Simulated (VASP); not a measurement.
# SiC in VASP: single point with PBE

Aim: the single point of SiC with PBE.

All numbers are computed with VASP 6.6.1; they aren't measurements. Logs are shortened: lines on timing, memory, paths and dates and some standing lists are left out, and cuts for length are marked.

## Step 1: The cell of the first run

The cell holds a wire or tube with vacuum around it, 4 atoms: a = 10.800 Å, b = 9.300 Å, c = 3.470 Å, α = 90.00°, β = 90.00°, γ = 90.00°.

## Step 2: Single point, PBE, collinear spin

INCAR reads:

```
PREC = Accurate
ENCUT = 520
EDIFF = 1E-6
ISMEAR = 0
SIGMA = 0.05
LREAL = F
LASPH = T
NELM = 150
ALGO = Normal
ISIF = 2
LWAVE = F
LCHARG = T
ISPIN = 2
MAGMOM = 0.5 0.5 0.5 0.5
LORBIT = 11
GGA = PE
LELF = T
LVHAR = T
NBANDS = 20
```

KPOINTS reads:

```
Automatic mesh
0
Gamma
  1 1 19
```

POSCAR reads:

```
SiC
1.0
   10.8000000000      0.0000000000      0.0000000000
    0.0000000000      9.3000000000      0.0000000000
    0.0000000000      0.0000000000      3.4704277732
Si C
2 2
Direct
    0.4226589281      0.5000000000      0.0000000000
    0.5773410719      0.5000000000      0.5000000000
    0.3995721458      0.5000000000      0.5000000000
    0.6004278542      0.5000000000      0.0000000000
```

Potentials or basis: VASP PAW PBE potentials, release 64 (Si, C).

Command:

```console
cat potpaw_PBE.64/Si/POTCAR potpaw_PBE.64/C/POTCAR > POTCAR
mpirun -np 1 vasp_std > vasp.out
```

OUTCAR:

```text
PREC = Accurate
   ENCUT = 520
   EDIFF = 1E-6
   ISMEAR = 0
   LREAL = F
   LASPH = T
   NELM = 150
   ISIF = 2
   ISPIN = 2
   LORBIT = 11
   GGA = PE

 ion  position               nearest neighbor table
   1  0.423  0.500  0.000-   3 1.75   3 1.75   4 1.92   2 2.41   2 2.41
   2  0.577  0.500  0.500-   4 1.75   4 1.75   3 1.92   1 2.41   1 2.41
   3  0.400  0.500  0.500-   1 1.75   1 1.75   2 1.92
   4  0.600  0.500  0.000-   2 1.75   2 1.75   1 1.92

  LATTYP: Found a simple orthorhombic cell.
 ALAT       =     3.4704277732
 B/A-ratio  =     2.6797849164
 C/A-ratio  =     3.1120082900

  Lattice vectors:

 A1 = (   0.0000000000,   0.0000000000,  -3.4704277732)
 A2 = (   0.0000000000,   9.3000000000,   0.0000000000)
 A3 = (  10.8000000000,   0.0000000000,   0.0000000000)

Analysis of symmetry for initial positions (statically):
=====================================================================
 Subroutine PRICEL returns:
 Original cell was already a primitive cell.

 Routine SETGRP: Setting up the symmetry group for a
 simple orthorhombic supercell.

 Subroutine GETGRP returns: Found  8 space group operations
 (whereof  4 operations were pure point group operations)
 out of a pool of  8 trial point group operations.

The static configuration has the point symmetry C_2v.
 The point group associated with its full space group is D_2h.

Analysis of symmetry for dynamics (positions and initial velocities):
=====================================================================
 Subroutine PRICEL returns:
 Original cell was already a primitive cell.

 Routine SETGRP: Setting up the symmetry group for a
 simple orthorhombic supercell.

 Subroutine GETGRP returns: Found  8 space group operations
 (whereof  4 operations were pure point group operations)
 out of a pool of  8 trial point group operations.

The dynamic configuration has the point symmetry C_2v.
 The point group associated with its full space group is D_2h.

Analysis of structural, dynamic, and magnetic symmetry:
=====================================================================
 Subroutine PRICEL returns:
 Original cell was already a primitive cell.

 Routine SETGRP: Setting up the symmetry group for a
 simple orthorhombic supercell.

 Subroutine GETGRP returns: Found  8 space group operations
 (whereof  4 operations were pure point group operations)
 out of a pool of  8 trial point group operations.

The overall configuration has the point symmetry C_2v.
 The point group associated with its full space group is D_2h.

 Subroutine INISYM returns: Found  8 space group operations
 (whereof  4 operations are pure point group operations),
 and found     1 'primitive' translations

----------------------------------------------------------------------------------------

                                     Primitive cell

  volume of cell :     348.5698

  direct lattice vectors                    reciprocal lattice vectors
    10.800000000  0.000000000  0.000000000     0.092592593  0.000000000  0.000000000
     0.000000000  9.300000000  0.000000000     0.000000000  0.107526882  0.000000000
     0.000000000  0.000000000  3.470427773     0.000000000  0.000000000  0.288148916

  length of vectors
    10.800000000  9.300000000  3.470427773     0.092592593  0.107526882  0.288148916

  position of ions in fractional coordinates (direct lattice)
     0.422658928  0.500000000  0.000000000
     0.577341072  0.500000000  0.500000000
     0.399572146  0.500000000  0.500000000
     0.600427854  0.500000000  0.000000000

  ion indices of the primitive-cell ions
   primitive index   ion index
                 1           1
                 2           2
                 3           3
                 4           4

----------------------------------------------------------------------------------------

 KPOINTS: Automatic mesh

Automatic generation of k-mesh.
 Grid dimensions read from file:
 generate k-points for:    1    1   19

 Generating k-lattice:

  Cartesian coordinates                     Fractional coordinates (reciprocal lattice)
     0.092592593  0.000000000  0.000000000     1.000000000  0.000000000  0.000000000
     0.000000000  0.107526882  0.000000000     0.000000000  1.000000000  0.000000000
     0.000000000  0.000000000  0.015165732     0.000000000  0.000000000  0.052631579

  Length of vectors
     0.092592593  0.107526882  0.015165732

  Shift w.r.t. Gamma in fractional coordinates (k-lattice)
     0.000000000  0.000000000  0.000000000

 Subroutine IBZKPT returns following result:
 ===========================================

 Found     10 irreducible k-points:

 Following reciprocal coordinates:
            Coordinates               Weight
  0.000000  0.000000  0.000000      1.000000
  0.000000  0.000000  0.052632      2.000000
  0.000000  0.000000  0.105263      2.000000
  0.000000  0.000000  0.157895      2.000000
  0.000000  0.000000  0.210526      2.000000
  0.000000  0.000000  0.263158      2.000000
  0.000000  0.000000  0.315789      2.000000
  0.000000  0.000000  0.368421      2.000000
  0.000000  0.000000  0.421053      2.000000
  0.000000  0.000000  0.473684      2.000000
   k-points           NKPTS =     10   k-points in BZ     NKDIM =     10   number of bands    NBANDS=     20
   number of dos      NEDOS =    301   number of ions     NIONS =      4
   total plane-waves  NPLWV = 156800
   dimension x,y,z NGX =    80 NGY =   70 NGZ =   28
   dimension x,y,z NGXF=   160 NGYF=  140 NGZF=   56
   ions per type =               2   2
   NGX,Y,Z   is equivalent  to a cutoff of  12.31, 12.51, 13.41 a.u.
   NGXF,Y,Z  is equivalent  to a cutoff of  24.63, 25.03, 26.83 a.u.
 SYSTEM =  unknown system
   PREC   = accura    normal or accurate (medium, high low for compatibility)
   ISTART =      0    job   : 0-new  1-cont  2-samecut
   ICHARG =      2    charge: 1-file 2-atom 10-const
   ISPIN  =      2    spin polarized calculation?
   LNONCOLLINEAR =      F non collinear calculations
   LSORBIT =      F    spin-orbit coupling
   LASPH  =      T    aspherical Exc in radial PAW
   ENCUT  =  520.0 eV  38.22 Ry    6.18 a.u.  20.08 17.29  6.45*2*pi/ulx,y,z
   NELM   =    150;   NELMIN=  2; NELMDL= -5     # of ELM steps
   EDIFF  = 0.1E-05   stopping-criterion for ELM
   LREAL  =      F    real-space projection
   EDIFFG = 0.1E-04   stopping-criterion for IOM
   NSW    =      0    number of steps for IOM
   IBRION =     -1    ionic relax: 0-MD 1-quasi-New 2-CG
   NFREE  =      0    steps in history (QN), initial steepest desc. (CG)
   ISIF   =      2    stress and relaxation
   ISYM   =      2    0-nonsym 1-usesym 2-fastsym
   POTIM  = 0.5000    time-step for ionic-motion
   TEBEG  =    0.0;   TEEND  =   0.0 temperature during run
   PSTRESS=    0.0 pullay stress
   NELECT =      16.0000    total number of electrons
   NUPDOWN=      -1.0000    fix difference up-down
   EMIN   =  10.00;   EMAX   =-10.00  energy-range for DOS
   EFERMI =   0.00;   METHOD = LEGACY
   ISMEAR =     0;   SIGMA  =   0.05  broadening in eV -4-tet -1-fermi 0-gaus
   EFERMI_NEDOS =   21; number of points for ismear=-14 and -15
   IALGO  =     38    algorithm
   IMIX   =      4    mixing-type and parameters
     AMIX     =   0.40;   BMIX     =  1.00
     AMIX_MAG =   1.60;   BMIX_MAG =  1.00
  volume/ion in A,a.u.               =      87.14       588.07
  Fermi-wavevector in a.u.,A,eV,Ry     =   0.586163  1.107687  4.674783  0.343587
  Thomas-Fermi vector in A             =   1.632537
   LORBIT       =     11    0 simple, 1 ext, 2 COOP (PROOUT), +10 PAW based schemes
   GGA     = PE    functional components
   LHFCALC =     F    Hartree Fock is set to
   AEXX    =    0.0000 exact exchange contribution
   IVDW    =     0    specifies the selected vdW correction
   LEPSILON=     F    determine dielectric tensor
   LRPA    =     F    only Hartree local field effects (RPA)
 spin polarized calculation
 Gauss-broadening in eV      SIGMA  =   0.05
  energy-cutoff  :      520.00
  volume of cell :      348.57
 maximum number of plane-waves:      9431
   NGX = 41   NGY = 35   NGZ = 13

 number of electron      16.0000001 magnetization      -0.0000010

 number of electron      16.0000001 magnetization       0.0000081

 Free energy of the ion-electron system (eV)
  ---------------------------------------------------
  ext. energy  EPLUGINS =         0.00000000
  ---------------------------------------------------
  free energy    TOTEN  =       -24.60532575 eV

  energy without entropy =      -24.60532575  energy(sigma->0) =      -24.60532575

 E-fermi :  -3.6338     XC(G=0):  -2.5790

 val. band max:       -3.8709056404   @ k =   0.0000   0.0000   0.3158
 cond. band min:      -1.6880215010   @ k =   0.0000   0.0000   0.3684
 fundamental gap:      2.1828841394
 Fermi energy:        -3.6338312566

 spin component 1

 k-point     1 :       0.0000    0.0000    0.0000
  band No.  band energies     occupation
      1     -18.1215      1.00000
      2     -14.0859      1.00000
      3      -9.3988      1.00000
      4      -7.6085      1.00000
      5      -7.5922      1.00000
      6      -6.7645      1.00000
[... 206 lines left out ...]
      6      -5.2699      1.00000
[... 12 lines left out ...]
     19       5.0310      0.00000
     20       5.3558      0.00000
 Fermi energy:        -3.6338312566

 spin component 2

 k-point     1 :       0.0000    0.0000    0.0000
  band No.  band energies     occupation
      1     -18.1215      1.00000
      2     -14.0859      1.00000
      3      -9.3988      1.00000
      4      -7.6085      1.00000
      5      -7.5922      1.00000
      6      -6.7645      1.00000
[... 219 lines left out ...]
     19       5.0376      0.00000
     20       5.3584      0.00000

------------------------ aborting loop because EDIFF is reached ----------------------------------------

  FORCE on cell =-STRESS in cart. coord.  units (eV):
  Direction    XX          YY          ZZ          XY          YZ          ZX
  --------------------------------------------------------------------------------------
  -------------------------------------------------------------------------------------
  Total        0.0308269      0.0028094     -0.0540066      0.0000000      0.0000000      0.0000000
  in kB        0.1416936      0.0129133     -0.2482375      0.0000000      0.0000000      0.0000000
  external PRESSURE =      -0.0312102 kB  Pullay stress =       0.0000000 kB

 VOLUME and BASIS-vectors are now :
 -----------------------------------------------------------------------------
  energy-cutoff  :      520.00
  volume of cell :      348.57
      direct lattice vectors                 reciprocal lattice vectors
    10.800000000  0.000000000  0.000000000     0.092592593  0.000000000  0.000000000
     0.000000000  9.300000000  0.000000000     0.000000000  0.107526882  0.000000000
     0.000000000  0.000000000  3.470427773     0.000000000  0.000000000  0.288148916

 POSITION                                       TOTAL-FORCE (eV/Angst)
 -----------------------------------------------------------------------------------
      4.56472      4.65000      0.00000        -0.000581      0.000000      0.000000
      6.23528      4.65000      1.73521         0.000581      0.000000      0.000000
      4.31538      4.65000      1.73521        -0.018407      0.000000      0.000000
      6.48462      4.65000      0.00000         0.018407      0.000000      0.000000
 -----------------------------------------------------------------------------------
    total drift:                                0.000000     -0.000000      0.000000

  FREE ENERGIE OF THE ION-ELECTRON SYSTEM (eV)
  ---------------------------------------------------
  free  energy   TOTEN  =       -24.6053257516 eV

  energy  without entropy=      -24.6053257516  energy(sigma->0) =      -24.60532575

 total charge

# of ion       s       p       d       tot
------------------------------------------
    1        0.728   0.939   0.000   1.667
    2        0.728   0.939   0.000   1.667
    3        0.855   1.629   0.000   2.484
    4        0.855   1.629   0.000   2.484
--------------------------------------------------
tot          3.165   5.137   0.000   8.301

 magnetization (x)

# of ion       s       p       d       tot
------------------------------------------
    1       -0.000   0.000   0.000  -0.000
    2       -0.000   0.000   0.000  -0.000
    3        0.000  -0.000   0.000  -0.000
    4        0.000  -0.000   0.000  -0.000
--------------------------------------------------
tot         -0.000  -0.000   0.000  -0.000
```

Run time: 6.1 min. Hardware: 1 thread of Intel Xeon 8259CL, shared host; peak memory 0.57 GiB.

What came out:

* Free energy: -24.6053 eV
* Largest force: 0.018 eV/Å
* Band gap on the k mesh: 2.18 eV (least direct gap 2.31 eV)
* Net moment: 0.00 μB per cell
* Valence electrons inside the program's atomic spheres: Si 1.67; C 2.48

Forces on the atoms (eV/Å):
```
Si  -0.001  0.000  0.000
Si   0.001  0.000  0.000
C   -0.018  0.000  0.000
C    0.018  0.000  0.000
```

Levels at points of the mesh, in eV from the valence-band top:
Spin up:
```
           k point  band 4  band 5  band 6  band 7  band 8  band 9  band 10  band 11  band 12  band 13
(0.00, 0.00, 0.00)   -3.74   -3.72   -2.89   -2.08   -0.50    2.62     3.72     4.93     5.40     5.49
```
Spin down:
```tsv
k point	band 6	band 7	band 8	band 9	band 10	band 11
(0.00, 0.00, 0.00)	-2.89	-2.08	-0.50	2.62	3.72	4.94
```
